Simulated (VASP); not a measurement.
Set up this calculation in VASP 6.6.1, as the native input.

- Task: single point
- Functional: HSE06
- Potentials or basis: VASP PAW PBE potentials, release 64 (Ti_sv, O)
- Cutoff: 520 eV
- k mesh: 1 × 1 × 1
- Occupations: fermi-dirac, width 0.05 eV
- Spin: no spin polarisation
- Dipole correction: no
- Grid for exact exchange (PRECFOCK): Fast
- Further INCAR settings: LREAL = Auto; ALGO = Normal; EDIFF = 1e-07; NBANDS = 330
- Share of exact exchange: 0.25
- Screening parameter: 0.2079 1/Å

The system is TiO2.

```xyz
72
Lattice="9.1828 0.0000 0.0000 0.0000 9.1828 0.0000 0.0000 0.0000 8.8166" Properties=species:S:1:pos:R:3 pbc="T T T"
Ti    0.0000    0.0000    0.0000
Ti    0.0000    0.0000    2.9389
Ti    0.0000    0.0000    5.8777
Ti    0.0000    4.5914    0.0000
Ti    0.0000    4.5914    2.9389
Ti    0.0000    4.5914    5.8777
Ti    4.5914    0.0000    0.0000
Ti    4.5914    0.0000    2.9389
Ti    4.5914    0.0000    5.8777
Ti    4.5914    4.5914    0.0000
Ti    4.5914    4.5914    2.9389
Ti    4.5914    4.5914    5.8777
Ti    2.2957    2.2957    1.4694
Ti    2.2957    2.2957    4.4083
Ti    2.2957    2.2957    7.3472
Ti    2.2957    6.8871    1.4694
Ti    2.2957    6.8871    4.4083
Ti    2.2957    6.8871    7.3472
Ti    6.8871    2.2957    1.4694
Ti    6.8871    2.2957    4.4083
Ti    6.8871    2.2957    7.3472
Ti    6.8871    6.8871    1.4694
Ti    6.8871    6.8871    4.4083
Ti    6.8871    6.8871    7.3472
O     1.3979    1.3979    0.0000
O     1.3979    1.3979    2.9389
O     1.3979    1.3979    5.8777
O     1.3979    5.9893    0.0000
O     1.3979    5.9893    2.9389
O     1.3979    5.9893    5.8777
O     5.9893    1.3979    0.0000
O     5.9893    1.3979    2.9389
O     5.9893    1.3979    5.8777
O     5.9893    5.9893    0.0000
O     5.9893    5.9893    2.9389
O     5.9893    5.9893    5.8777
O     3.1935    3.1935    0.0000
O     3.1935    3.1935    2.9389
O     3.1935    3.1935    5.8777
O     3.1935    7.7849    0.0000
O     3.1935    7.7849    2.9389
O     3.1935    7.7849    5.8777
O     7.7849    3.1935    0.0000
O     7.7849    3.1935    2.9389
O     7.7849    3.1935    5.8777
O     7.7849    7.7849    0.0000
O     7.7849    7.7849    2.9389
O     7.7849    7.7849    5.8777
O     0.8978    3.6936    1.4694
O     0.8978    3.6936    4.4083
O     0.8978    3.6936    7.3472
O     0.8978    8.2850    1.4694
O     0.8978    8.2850    4.4083
O     0.8978    8.2850    7.3472
O     5.4892    3.6936    1.4694
O     5.4892    3.6936    4.4083
O     5.4892    3.6936    7.3472
O     5.4892    8.2850    1.4694
O     5.4892    8.2850    4.4083
O     5.4892    8.2850    7.3472
O     3.6936    0.8978    1.4694
O     3.6936    0.8978    4.4083
O     3.6936    0.8978    7.3472
O     3.6936    5.4892    1.4694
O     3.6936    5.4892    4.4083
O     3.6936    5.4892    7.3472
O     8.2850    0.8978    1.4694
O     8.2850    0.8978    4.4083
O     8.2850    0.8978    7.3472
O     8.2850    5.4892    1.4694
O     8.2850    5.4892    4.4083
O     8.2850    5.4892    7.3472
```

The input as run:

POSCAR

```
TiO2
1.0
    9.1828280000      0.0000000000      0.0000000000
    0.0000000000      9.1828280000      0.0000000000
    0.0000000000      0.0000000000      8.8166120000
Ti O
24 48
Direct
    0.0000000000      0.0000000000      0.0000000000
    0.0000000000      0.0000000000      0.3333330000
    0.0000000000      0.0000000000      0.6666670000
    0.0000000000      0.5000000000      0.0000000000
    0.0000000000      0.5000000000      0.3333330000
    0.0000000000      0.5000000000      0.6666670000
    0.5000000000      0.0000000000      0.0000000000
    0.5000000000      0.0000000000      0.3333330000
    0.5000000000      0.0000000000      0.6666670000
    0.5000000000      0.5000000000      0.0000000000
    0.5000000000      0.5000000000      0.3333330000
    0.5000000000      0.5000000000      0.6666670000
    0.2500000000      0.2500000000      0.1666670000
    0.2500000000      0.2500000000      0.5000000000
    0.2500000000      0.2500000000      0.8333330000
    0.2500000000      0.7500000000      0.1666670000
    0.2500000000      0.7500000000      0.5000000000
    0.2500000000      0.7500000000      0.8333330000
    0.7500000000      0.2500000000      0.1666670000
    0.7500000000      0.2500000000      0.5000000000
    0.7500000000      0.2500000000      0.8333330000
    0.7500000000      0.7500000000      0.1666670000
    0.7500000000      0.7500000000      0.5000000000
    0.7500000000      0.7500000000      0.8333330000
    0.1522280000      0.1522280000      0.0000000000
    0.1522280000      0.1522280000      0.3333330000
    0.1522280000      0.1522280000      0.6666670000
    0.1522280000      0.6522280000      0.0000000000
    0.1522280000      0.6522280000      0.3333330000
    0.1522280000      0.6522280000      0.6666670000
    0.6522280000      0.1522280000      0.0000000000
    0.6522280000      0.1522280000      0.3333330000
    0.6522280000      0.1522280000      0.6666670000
    0.6522280000      0.6522280000      0.0000000000
    0.6522280000      0.6522280000      0.3333330000
    0.6522280000      0.6522280000      0.6666670000
    0.3477720000      0.3477720000      0.0000000000
    0.3477720000      0.3477720000      0.3333330000
    0.3477720000      0.3477720000      0.6666670000
    0.3477720000      0.8477720000      0.0000000000
    0.3477720000      0.8477720000      0.3333330000
    0.3477720000      0.8477720000      0.6666670000
    0.8477720000      0.3477720000      0.0000000000
    0.8477720000      0.3477720000      0.3333330000
    0.8477720000      0.3477720000      0.6666670000
    0.8477720000      0.8477720000      0.0000000000
    0.8477720000      0.8477720000      0.3333330000
    0.8477720000      0.8477720000      0.6666670000
    0.0977720000      0.4022280000      0.1666670000
    0.0977720000      0.4022280000      0.5000000000
    0.0977720000      0.4022280000      0.8333330000
    0.0977720000      0.9022280000      0.1666670000
    0.0977720000      0.9022280000      0.5000000000
    0.0977720000      0.9022280000      0.8333330000
    0.5977720000      0.4022280000      0.1666670000
    0.5977720000      0.4022280000      0.5000000000
    0.5977720000      0.4022280000      0.8333330000
    0.5977720000      0.9022280000      0.1666670000
    0.5977720000      0.9022280000      0.5000000000
    0.5977720000      0.9022280000      0.8333330000
    0.4022280000      0.0977720000      0.1666670000
    0.4022280000      0.0977720000      0.5000000000
    0.4022280000      0.0977720000      0.8333330000
    0.4022280000      0.5977720000      0.1666670000
    0.4022280000      0.5977720000      0.5000000000
    0.4022280000      0.5977720000      0.8333330000
    0.9022280000      0.0977720000      0.1666670000
    0.9022280000      0.0977720000      0.5000000000
    0.9022280000      0.0977720000      0.8333330000
    0.9022280000      0.5977720000      0.1666670000
    0.9022280000      0.5977720000      0.5000000000
    0.9022280000      0.5977720000      0.8333330000
```

INCAR.step1

```
SYSTEM = TiO2
PREC = Accurate ; ENCUT = 520
EDIFF = 1E-5 ; ISMEAR = -1
SIGMA = 0.05 ; LREAL = Auto
LASPH = .True. ; NELM = 60
ALGO = Normal ; ISIF = 2
LWAVE = .True. ; LCHARG = .False.
NBANDS = 330 ; GGA = PE
LUSENCCL = .False.
```

INCAR.step2

```
SYSTEM = TiO2
PREC = Accurate ; ENCUT = 520
EDIFF = 1E-7 ; ISMEAR = -1
SIGMA = 0.05 ; LREAL = Auto
LASPH = .True. ; NELM = 60
ALGO = Normal ; ISIF = 2
LWAVE = .False. ; LCHARG = .False.
GGA = PE ; LHFCALC = .True.
HFSCREEN = 0.2079 ; PRECFOCK = Fast
NBANDS = 330 ; ISTART = 1
LUSENCCL = .False.
```

KPOINTS

```
Automatic mesh
0
Gamma
  1 1 1
  0 0 0
```

Potentials or basis: VASP PAW PBE potentials, release 64 (Ti_sv, O).

Command:

```bash
$ cat potpaw_PBE.64/Ti_sv/POTCAR potpaw_PBE.64/O/POTCAR > POTCAR
$ cp INCAR.step1 INCAR
$ mpirun -np 1 vasp_gam > vasp.out
$ cp INCAR.step2 INCAR
$ mpirun -np 1 vasp_gam > vasp.out
```

It gave:

```json
{
  "Pressure": "-0.2 GPa",
  "Largest force": "0.110 eV/Å",
  "Band gap on the k mesh": "3.38 eV"
}
```

Caveat: the k points lie up to 0.71 Å⁻¹ apart; the PAW data sets were made with another functional, which shifts forces and pressure a little.

It took 8 min on 1 × NVIDIA H100 80GB with 1 thread of Intel(R) Xeon(R) Platinum 8481C CPU @ 2.70GHz (Sapphire Rapids), with other jobs on the host, peak memory 1.5 GiB.
